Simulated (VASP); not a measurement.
GaN:

```
Ga N
1.0
     3.19056    0.00000    0.00000
    -1.59528    2.76311    0.00000
     0.00000    0.00000    5.18316
Ga N
2 2
Cartesian
  0.0000 1.8421 0.0000
  1.5953 0.9210 2.5916
  0.0000 1.8421 1.9437
  1.5953 0.9210 4.5353
```

| Item | Value |
| --- | --- |
| Program | VASP 6.6.1 |
| Task | relaxation of cell and atoms |
| Functional | PBE |
| Potentials or basis | VASP PAW PBE potentials, release 64 (Ga_d, N) |
| Cutoff | 600 eV |
| k mesh | 12 × 12 × 8 |
| Occupations | gaussian, width 0.05 eV |
| Spin | no spin polarisation |

At the start: pressure 5.2 GPa; volume 11.42 Å³/atom.

Task: Where does the relaxation end?

Result: Over 5 steps the energy falls by 5.7 meV/atom and the volume is 11.75 Å³/atom (+2.9 %); space group P6_3mc (No. 186, to 0.1 Å) before and after.

The path:
```
step  energy change (eV)  largest force (eV/Å)  pressure (GPa)  volume (Å³)
   1              0.0000                0.1321            5.19        45.69
   2             -0.0073                0.0625           -3.90        48.19
   3             -0.0227                0.0126           -0.14        47.03
   4             -0.0227                0.0149            0.11        47.00
   5             -0.0227                0.0070            0.12        47.00
```

Final structure:
```
Ga N
1.0
     3.21710    0.00000    0.00000
    -1.60855    2.78609    0.00000
     0.00000    0.00000    5.24356
Ga N
2 2
Direct
  0.33333 0.66667 0.99924
  0.66667 0.33333 0.49924
  0.33333 0.66667 0.37576
  0.66667 0.33333 0.87576
```
